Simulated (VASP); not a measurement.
A run of VASP 6.6.1 is set up as follows.

POSCAR

```
HgTe
1.0
    0.0000000000      3.2982427431      3.2982427431
    3.2982427431      0.0000000000      3.2982427431
    3.2982427431      3.2982427431      0.0000000000
Hg Te
1 1
Direct
    0.0000000000      0.0000000000      0.0000000000
    0.7500000000      0.7500000000      0.7500000000
```

Contents of INCAR.step1:

```
ALGO = Normal ; EDIFF = 1E-5
ENCUT = 520 ; GGA = PE
ISIF = 2 ; ISMEAR = -1
LASPH = T ; LREAL = F
LWAVE = T ; NBANDS = 16
NELM = 100 ; PREC = Accurate
SIGMA = 0.05
```

Contents of INCAR.step2:

```
AEXX = 0.25 ; ALGO = Normal
EDIFF = 1E-6 ; ENCUT = 520
GGA = PE ; HFSCREEN = 0.3
ISIF = 2 ; ISMEAR = -1
ISTART = 1 ; LASPH = T
LCHARG = T ; LELF = T
LHFCALC = T ; LREAL = F
LVHAR = T ; LWAVE = F
NBANDS = 16 ; NELM = 100
PREC = Accurate ; PRECFOCK = Normal
SIGMA = 0.05
```

Contents of KPOINTS:

```
k-points
0
Gamma
  4 4 4
```

Potentials or basis: VASP PAW PBE potentials, release 64 (Hg, Te).

Launch:

```sh
$ cat potpaw_PBE.64/Hg/POTCAR potpaw_PBE.64/Te/POTCAR > POTCAR
$ cp INCAR.step1 INCAR
$ mpirun -np 1 vasp_std > vasp.out
$ cp INCAR.step2 INCAR
$ mpirun -np 1 vasp_std > vasp.out
```

Problem. What does it give for the pressure?

Solution. 0.0 GPa.

Problem. Predict the band gap on the k mesh.

Solution. Zero (filled and empty bands touch).

Caveat: the k points lie up to 0.41 Å⁻¹ apart; the PAW data sets were made with another functional, which shifts forces and pressure a little; spin-orbit coupling is left out, which moves the levels of the heavy elements.
